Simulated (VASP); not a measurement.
PbO2:

```
Pb O
1.0
     4.95770    0.00000    0.00000
     0.00000    4.95770    0.00000
     0.00000    0.00000    3.38790
Pb O
2 4
Direct
  0.00000 0.00000 0.00000
  0.50000 0.50000 0.50000
  0.30720 0.30720 0.00000
  0.19280 0.80720 0.50000
  0.69280 0.69280 0.00000
  0.80720 0.19280 0.50000
```

| Property | Result |
| --- | --- |
| Program | VASP 6.6.1 |
| Task | relaxation of cell and atoms |
| Functional | PBE |
| Potentials or basis | VASP PAW PBE potentials, release 64 (Pb_d, O) |
| Cutoff | 600 eV |
| k mesh | 4 × 4 × 6 |
| Occupations | gaussian, width 0.1 eV |
| Spin | no spin polarisation |

At the start: pressure 9.2 GPa; volume 13.88 Å³/atom.

Task: How do energy, volume and symmetry change on relaxing?

Result: Over 5 steps the energy falls by 24.2 meV/atom and the volume is 14.76 Å³/atom (+6.4 %); space group P4_2/mnm (No. 136, to 0.1 Å) before and after.

The path:
| step | energy change (eV) | largest force (eV/Å) | pressure (GPa) | volume (Å³) |
| --- | --- | --- | --- | --- |
| 1 | 0.0000 | 0.0765 | 9.17 | 83.27 |
| 2 | -0.0533 | 0.1973 | -5.57 | 93.21 |
| 3 | -0.1427 | 0.0984 | 0.04 | 88.55 |
| 4 | -0.1426 | 0.0954 | 0.20 | 88.44 |
| 5 | -0.1451 | 0.0389 | 0.17 | 88.58 |

Final structure:
```
Pb O
1.0
     5.05937    0.00000    0.00000
     0.00000    5.05937    0.00000
     0.00000    0.00000    3.46054
Pb O
2 4
Direct
  0.00000 0.00000 0.00000
  0.50000 0.50000 0.50000
  0.30750 0.30750 0.00000
  0.19250 0.80750 0.50000
  0.69250 0.69250 0.00000
  0.80750 0.19250 0.50000
```

Caveat: the relaxation stopped at a loose force limit of 0.05 eV/Å, so its end isn't a converged minimum.
